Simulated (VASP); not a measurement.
# LiF (Fm-3m) in VASP: notebook

Aim: see how the results for LiF move with the level of theory and the settings. Levels: HSE06, PBE-based screened hybrid with 100 % exact exchange. Tasks: single point.

Program: VASP 6.6.1. These are calculated values, not measurements. Logs are shortened: lines on timing, memory, paths and dates and some standing lists are left out, and cuts for length are marked.

### 1 The cell of the first run

The structure is cubic, space group Fm-3m (No. 225). Conventional cell: a = 3.990 Å, b = 3.990 Å, c = 3.990 Å, α = 90.00°, β = 90.00°, γ = 90.00°. Within 2.6 Å of Li (site symmetry m-3m) lie 6 F at 1.99 Å. Within 2.6 Å of F (site symmetry m-3m) lie 6 Li at 1.99 Å.

### 2 Single point, HSE06

POSCAR reads:

```
LiF
1.0
    0.0000000000      1.9948691814      1.9948691814
    1.9948691814      0.0000000000      1.9948691814
    1.9948691814      1.9948691814      0.0000000000
Li F
1 1
Direct
    0.0000000000      0.0000000000      0.0000000000
    0.5000000000      0.5000000000      0.5000000000
```

INCAR.step1 reads:

```
ALGO = Normal ; EDIFF = 1E-5
ENCUT = 520 ; GGA = PE
ISIF = 2 ; ISMEAR = 0
LASPH = True ; LREAL = False
LWAVE = True ; NBANDS = 12
NELM = 80 ; PREC = Accurate
SIGMA = 0.5
```

INCAR.step2 reads:

```
ALGO = Normal ; EDIFF = 1E-6
ENCUT = 520 ; GGA = PE
HFSCREEN = 0.2079 ; ISIF = 2
ISMEAR = 0 ; ISTART = 1
LASPH = True ; LCHARG = True
LELF = True ; LHFCALC = True
LREAL = False ; LVHAR = True
LWAVE = False ; NBANDS = 12
NELM = 80 ; PREC = Accurate
PRECFOCK = Normal ; SIGMA = 0.5
```

KPOINTS reads:

```
k-points
0
Gamma
  6 6 6
```

Potentials or basis: VASP PAW PBE potentials, release 64 (Li_sv, F).

On the command line:

```
$ cat potpaw_PBE.64/Li_sv/POTCAR potpaw_PBE.64/F/POTCAR > POTCAR
$ cp INCAR.step1 INCAR
$ mpirun -np 1 vasp_std > vasp.out
$ cp INCAR.step2 INCAR
$ mpirun -np 1 vasp_std > vasp.out
```

OUTCAR:

```text
EDIFF = 1E-6
   ENCUT = 520
   GGA = PE
   HFSCREEN = 0.2079
   ISIF = 2
   ISMEAR = 0
   ISTART = 1
   LASPH = True
   LHFCALC = True
   LREAL = False
   NELM = 80
   PREC = Accurate
   PRECFOCK = Normal

 ion  position               nearest neighbor table
   1  0.000  0.000  0.000-   2 1.99   2 1.99   2 1.99   2 1.99   2 1.99   2 1.99
   2  0.500  0.500  0.500-   1 1.99   1 1.99   1 1.99   1 1.99   1 1.99   1 1.99

  LATTYP: Found a face centered cubic cell.
 ALAT       =     3.9897383628

  Lattice vectors:

 A1 = (   0.0000000000,   1.9948691814,   1.9948691814)
 A2 = (   1.9948691814,   0.0000000000,   1.9948691814)
 A3 = (   1.9948691814,   1.9948691814,   0.0000000000)

Analysis of symmetry for initial positions (statically):
=====================================================================
 Subroutine PRICEL returns:
 Original cell was already a primitive cell.

 Routine SETGRP: Setting up the symmetry group for a
 face centered cubic supercell.

 Subroutine GETGRP returns: Found 48 space group operations
 (whereof 48 operations were pure point group operations)
 out of a pool of 48 trial point group operations.

The static configuration has the point symmetry O_h .

Analysis of symmetry for dynamics (positions and initial velocities):
=====================================================================
 Subroutine PRICEL returns:
 Original cell was already a primitive cell.

 Routine SETGRP: Setting up the symmetry group for a
 face centered cubic supercell.

 Subroutine GETGRP returns: Found 48 space group operations
 (whereof 48 operations were pure point group operations)
 out of a pool of 48 trial point group operations.

The dynamic configuration has the point symmetry O_h .

 Subroutine INISYM returns: Found 48 space group operations
 (whereof 48 operations are pure point group operations),
 and found     1 'primitive' translations

----------------------------------------------------------------------------------------

                                     Primitive cell

  volume of cell :      15.8772

  direct lattice vectors                    reciprocal lattice vectors
     0.000000000  1.994869181  1.994869181    -0.250643002  0.250643002  0.250643002
     1.994869181  0.000000000  1.994869181     0.250643002 -0.250643002  0.250643002
     1.994869181  1.994869181  0.000000000     0.250643002  0.250643002 -0.250643002

  length of vectors
     2.821171051  2.821171051  2.821171051     0.434126414  0.434126414  0.434126414

  position of ions in fractional coordinates (direct lattice)
     0.000000000  0.000000000  0.000000000
     0.500000000  0.500000000  0.500000000

  ion indices of the primitive-cell ions
   primitive index   ion index
                 1           1
                 2           2

----------------------------------------------------------------------------------------

 KPOINTS: k-points

Automatic generation of k-mesh.
 Grid dimensions read from file:
 generate k-points for:    6    6    6

 Generating k-lattice:

  Cartesian coordinates                     Fractional coordinates (reciprocal lattice)
    -0.041773834  0.041773834  0.041773834     0.166666667  0.000000000  0.000000000
     0.041773834 -0.041773834  0.041773834     0.000000000  0.166666667  0.000000000
     0.041773834  0.041773834 -0.041773834     0.000000000  0.000000000  0.166666667

  Length of vectors
     0.072354402  0.072354402  0.072354402

  Shift w.r.t. Gamma in fractional coordinates (k-lattice)
     0.000000000  0.000000000  0.000000000

 Subroutine IBZKPT returns following result:
 ===========================================

 Found     16 irreducible k-points:

 Following reciprocal coordinates:
            Coordinates               Weight
  0.000000  0.000000  0.000000      1.000000
  0.166667  0.000000  0.000000      8.000000
  0.333333  0.000000  0.000000      8.000000
  0.500000  0.000000  0.000000      4.000000
  0.166667  0.166667  0.000000      6.000000
  0.333333  0.166667  0.000000     24.000000
[... 8 lines left out ...]
 -0.333333  0.333333  0.166667     24.000000
 -0.333333  0.500000  0.166667     12.000000
   k-points           NKPTS =     16   k-points in BZ     NKDIM =    216   number of bands    NBANDS=     12
   number of dos      NEDOS =    301   number of ions     NIONS =      2
   total plane-waves  NPLWV =  13824
   dimension x,y,z NGX =    24 NGY =   24 NGZ =   24
   dimension x,y,z NGXF=    48 NGYF=   48 NGZF=   48
   ions per type =               1   1
   NGX,Y,Z   is equivalent  to a cutoff of  14.14, 14.14, 14.14 a.u.
   NGXF,Y,Z  is equivalent  to a cutoff of  28.29, 28.29, 28.29 a.u.
 SYSTEM =  unknown system
   PREC   = accura    normal or accurate (medium, high low for compatibility)
   ISTART =      1    job   : 0-new  1-cont  2-samecut
   ICHARG =      0    charge: 1-file 2-atom 10-const
   ISPIN  =      1    spin polarized calculation?
   LNONCOLLINEAR =      F non collinear calculations
   LSORBIT =      F    spin-orbit coupling
   LASPH  =      T    aspherical Exc in radial PAW
   ENCUT  =  520.0 eV  38.22 Ry    6.18 a.u.   5.25  5.25  5.25*2*pi/ulx,y,z
   NELM   =     80;   NELMIN=  2; NELMDL=  0     # of ELM steps
   EDIFF  = 0.1E-05   stopping-criterion for ELM
   LREAL  =      F    real-space projection
   EDIFFG = 0.1E-04   stopping-criterion for IOM
   NSW    =      0    number of steps for IOM
   IBRION =     -1    ionic relax: 0-MD 1-quasi-New 2-CG
   NFREE  =      0    steps in history (QN), initial steepest desc. (CG)
   ISIF   =      2    stress and relaxation
   ISYM   =      3    0-nonsym 1-usesym 2-fastsym
   POTIM  = 0.5000    time-step for ionic-motion
   TEBEG  =    0.0;   TEEND  =   0.0 temperature during run
   PSTRESS=    0.0 pullay stress
   NELECT =      10.0000    total number of electrons
   NUPDOWN=      -1.0000    fix difference up-down
   EMIN   =  10.00;   EMAX   =-10.00  energy-range for DOS
   EFERMI =   0.00;   METHOD = LEGACY
   ISMEAR =     0;   SIGMA  =   0.50  broadening in eV -4-tet -1-fermi 0-gaus
   EFERMI_NEDOS =   21; number of points for ismear=-14 and -15
   IALGO  =     38    algorithm
   IMIX   =      1    mixing-type and parameters
     AMIX     =   0.40;   BMIX     =  1.00
     AMIX_MAG =   1.60;   BMIX_MAG =  1.00
  volume/ion in A,a.u.               =       7.94        53.57
  Fermi-wavevector in a.u.,A,eV,Ry     =   1.403300  2.651852 26.793271  1.969250
  Thomas-Fermi vector in A             =   2.525975
   LORBIT       =      0    0 simple, 1 ext, 2 COOP (PROOUT), +10 PAW based schemes
   GGA     = PE    functional components
   LHFCALC =     T    Hartree Fock is set to
   PRECFOCK=normal    Normal, Fast or Accurate (Low or Medium for compatibility)
   ENCUT4O =  -1.0   cutoff for four orbital integrals eV
   NKREDX  =     1    reduce k-point grid by
   NKREDY  =     1    reduce k-point grid by
   NKREDZ  =     1    reduce k-point grid by
   AEXX    =    0.2500 exact exchange contribution
   HFSCREEN=    0.2079 screening length (either q_TF or 0.3 A-1)
   HFSCREENC=   0.2079 screening length for correlation (either q_TF or 0.3 A-1)
   ENCUTFOCK=  -1.0 apply spherical cutoff to Coloumb kernel
   IVDW    =     0    specifies the selected vdW correction
   LEPSILON=     F    determine dielectric tensor
   LRPA    =     F    only Hartree local field effects (RPA)
 non-spin polarized calculation
 Gauss-broadening in eV      SIGMA  =   0.50
  energy-cutoff  :      520.00
  volume of cell :       15.88
 maximum number of plane-waves:       444
 NGX is ok and might be reduce to    24
  NGX = 16; NGY = 16; NGZ = 16

 number of electron       9.9999997 magnetization

 Free energy of the ion-electron system (eV)
  ---------------------------------------------------
  ext. energy  EPLUGINS =         0.00000000
  ---------------------------------------------------
  free energy    TOTEN  =       -11.38628558 eV

  energy without entropy =      -11.38628558  energy(sigma->0) =      -11.38628558

 E-fermi :  -0.3118     XC(G=0):  -8.2758

 val. band max:       -2.5617129694   @ k =   0.0000   0.0000   0.0000
 cond. band min:       9.1052960952   @ k =   0.0000   0.0000   0.0000
 fundamental gap:     11.6670090647
 Fermi energy:        -0.3118112186

 k-point     1 :       0.0000    0.0000    0.0000
  band No.  band energies     occupation
      1     -45.4686      2.00000
      2     -24.2186      2.00000
      3      -2.5617      2.00000
      4      -2.5617      2.00000
      5      -2.5617      2.00000
      6       9.1053      0.00000
      7      24.4372      0.00000
      8      24.4372      0.00000
      9      24.4373      0.00000
     10      24.5693      0.00000
     11      24.5693      0.00000
     12      24.5693      0.00000

 k-point     2 :       0.1667    0.0000    0.0000
  band No.  band energies     occupation
      1     -45.4518      2.00000
      2     -24.1057      2.00000
      3      -3.3391      2.00000
      4      -2.6291      2.00000
      5      -2.6291      2.00000
      6       9.8398      0.00000
      7      19.7461      0.00000
      8      22.0149      0.00000
      9      22.0149      0.00000
     10      26.4125      0.00000
     11      26.5770      0.00000
     12      26.5770      0.00000

 k-point     3 :       0.3333    0.0000    0.0000
  band No.  band energies     occupation
      1     -45.4180      2.00000
      2     -23.8667      2.00000
      3      -4.6981      2.00000
      4      -2.7581      2.00000
      5      -2.7581      2.00000
      6      10.6837      0.00000
      7      17.3940      0.00000
      8      19.8621      0.00000
      9      19.8621      0.00000
     10      28.7812      0.00000
     11      29.5476      0.00000
     12      29.5476      0.00000
[... 166 lines left out ...]
 k-point    15 :      -0.3333    0.3333    0.1667
  band No.  band energies     occupation
      1     -45.3866      2.00000
      2     -23.5440      2.00000
      3      -4.9718      2.00000
      4      -4.3678      2.00000
      5      -3.2562      2.00000
      6      13.6409      0.00000
      7      15.5966      0.00000
      8      18.8488      0.00000
      9      19.6775      0.00000
     10      27.6655      0.00000
     11      28.5073      0.00000
     12      36.3933      0.00000

 k-point    16 :      -0.3333    0.5000    0.1667
  band No.  band energies     occupation
      1     -45.3821      2.00000
      2     -23.4688      2.00000
      3      -5.3322      2.00000
      4      -4.2607      2.00000
      5      -3.4981      2.00000
      6      15.1416      0.00000
      7      15.5341      0.00000
      8      17.7331      0.00000
      9      19.9671      0.00000
     10      24.3476      0.00000
     11      32.1266      0.00000
     12      34.9368      0.00000

------------------------ aborting loop because EDIFF is reached ----------------------------------------

  FORCE on cell =-STRESS in cart. coord.  units (eV):
  Direction    XX          YY          ZZ          XY          YZ          ZX
  --------------------------------------------------------------------------------------
  -------------------------------------------------------------------------------------
  Total        0.1101775      0.1101775      0.1101775      0.0000000      0.0000000     -0.0000000
  in kB       11.1180941     11.1180941     11.1180941      0.0000000      0.0000000     -0.0000000
  external PRESSURE =      11.1180941 kB  Pullay stress =       0.0000000 kB

 VOLUME and BASIS-vectors are now :
 -----------------------------------------------------------------------------
  energy-cutoff  :      520.00
  volume of cell :       15.88
      direct lattice vectors                 reciprocal lattice vectors
     0.000000000  1.994869181  1.994869181    -0.250643002  0.250643002  0.250643002
     1.994869181  0.000000000  1.994869181     0.250643002 -0.250643002  0.250643002
     1.994869181  1.994869181  0.000000000     0.250643002  0.250643002 -0.250643002

 POSITION                                       TOTAL-FORCE (eV/Angst)
 -----------------------------------------------------------------------------------
      0.00000      0.00000      0.00000        -0.000000     -0.000000     -0.000000
      1.99487      1.99487      1.99487         0.000000      0.000000      0.000000
 -----------------------------------------------------------------------------------
    total drift:                               -0.000000     -0.000000     -0.000000

  FREE ENERGIE OF THE ION-ELECTRON SYSTEM (eV)
  ---------------------------------------------------
  free  energy   TOTEN  =       -11.3862855848 eV

  energy  without entropy=      -11.3862855848  energy(sigma->0) =      -11.38628558
```

Run time: 3.9 min. Hardware: 1 thread of Intel Xeon Platinum 8259CL at 2.50GHz (Skylake/Cascade Lake), shared host; peak memory 0.23 GiB.

Results:

```yaml
Free_energy: -11.3863 eV
Band_gap_on_the_k_mesh: 11.67 eV
```

Levels at points of the mesh, in eV from the valence-band top:
| k point | band 2 | band 3 | band 4 | band 5 | band 6 | band 7 | band 8 | band 9 |
| --- | --- | --- | --- | --- | --- | --- | --- | --- |
| (0.00, 0.00, 0.00) | -21.66 | 0.00 | 0.00 | 0.00 | 11.67 | 27.00 | 27.00 | 27.00 |
| (0.50, 0.00, 0.00) | -21.18 | -2.75 | -0.26 | -0.26 | 13.27 | 19.76 | 21.63 | 21.63 |
| (0.50, 0.50, 0.00) | -20.89 | -3.25 | -1.10 | -1.10 | 17.69 | 18.91 | 20.35 | 23.30 |

Caveat: the k points lie up to 0.45 Å⁻¹ apart; the cutoff is under 1.25 times the usual one of these potentials, so pressure, stress and relaxed cells hold a basis-set (Pulay) error; the PAW data sets were made with another functional, which shifts forces and pressure a little.

(Part 1 of 2 ends here.)
